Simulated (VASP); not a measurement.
Write the native input for VASP 6.6.1 that does the following.

* Task: single point
* Functional: PBE
* Potentials or basis: VASP PAW PBE potentials, release 64 (Ga_d, F)
* Cutoff: 520 eV
* k mesh: 8 × 8 × 8
* Occupations: fermi-dirac, width 0.05 eV
* Spin: no spin polarisation
* Dipole correction: no
* Further INCAR settings: ALGO = Normal; EDIFF = 1e-07; NBANDS = 17

The structure of GaF lies in POSCAR:

```
GaF
1.0
    0.0000000000      2.8077725818      2.8077725818
    2.8077725818      0.0000000000      2.8077725818
    2.8077725818      2.8077725818      0.0000000000
Ga F
1 1
Direct
    0.2500000000      0.2500000000      0.2500000000
    0.0000000000      0.0000000000      0.0000000000
```

These files were run (other wordings do the same):

INCAR

```
ALGO     = Normal         # electronic algorithm
EDIFF    = 1E-7           # SCF threshold, eV
ENCUT    = 520            # plane-wave cutoff, eV
GGA      = PE             # functional
ISIF     = 2              # what is computed and relaxed
ISMEAR   = -1             # smearing method
LASPH    = T              # aspherical terms in the spheres
LCHARG   = T              # write CHGCAR
LELF     = T              # ELF
LREAL    = F              # projectors in reciprocal space
LVHAR    = T            
LWAVE    = F              # write WAVECAR
NBANDS   = 17             # bands
NELM     = 60             # most SCF steps
PREC     = Accurate       # precision mode
SIGMA    = 0.05           # smearing width, eV
```

KPOINTS

```
k-points
0
Gamma
  8 8 8
```

Potentials or basis: VASP PAW PBE potentials, release 64 (Ga_d, F).

Command:

```console
$ cat potpaw_PBE.64/Ga_d/POTCAR potpaw_PBE.64/F/POTCAR > POTCAR
$ mpirun -np 1 vasp_std > vasp.out
```

It gave:

```
Pressure               : 1.1 GPa
Band gap on the k mesh : 2.10 eV, indirect (least direct gap 2.11 eV)
```

Wall time 13 s on 1 thread of Intel(R) Xeon(R) 6975P-C (Granite Rapids) (shared host), peak memory 0.17 GiB.
